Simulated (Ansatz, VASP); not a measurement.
Two plane-wave programs on Te

```xyz
3
Lattice="4.4713 0.0000 0.0000 -2.2356 3.8722 0.0000 0.0000 0.0000 5.9487" Properties=species:S:1:pos:R:3 pbc="T T T"
Te    1.1813    0.0000    1.9829
Te   -0.5906    1.0230    3.9658
Te    1.6450    2.8492    0.0000
```

Alike in both runs: task single point; functional LDA; k mesh 6 × 6 × 4; no spin polarisation.

|  | VASP | Ansatz |
| --- | --- | --- |
| version | VASP 6.6.1 | Ansatz 0.2.0 |
| potentials or method | VASP PAW LDA potentials, release 64 (Te) | plane waves, PAW |
| plane-wave cutoff (eV) | 520 | 420 |
| occupations | gaussian, width 0.01 eV | fixed |
| valence electrons in the cell | 18 | 48 |

|  | VASP | Ansatz | Ansatz less VASP |
| --- | --- | --- | --- |
| gap on the k mesh at the Fermi level (eV) | 0.10 | 0.12 | +0.021 |
| pressure (GPa) | -1.8 | -2.0 | -0.12 |
| traceless stress, the component that is largest in VASP (GPa) | -0.08 | -0.15 | -0.063 |
| rms of the force components (eV/Å) | 0.083 | 0.065 | -0.0176 |

LDA's correlation is that of Perdew and Zunger in VASP and of Perdew and Wang (1992) in Ansatz. Atom by atom the forces differ by 0.018 eV/Å (rms over components). VASP's potentials hold 18 valence electrons a cell and Ansatz's 48, so a difference there can come from the potentials and not from the codes.

Spin-orbit coupling is off throughout.
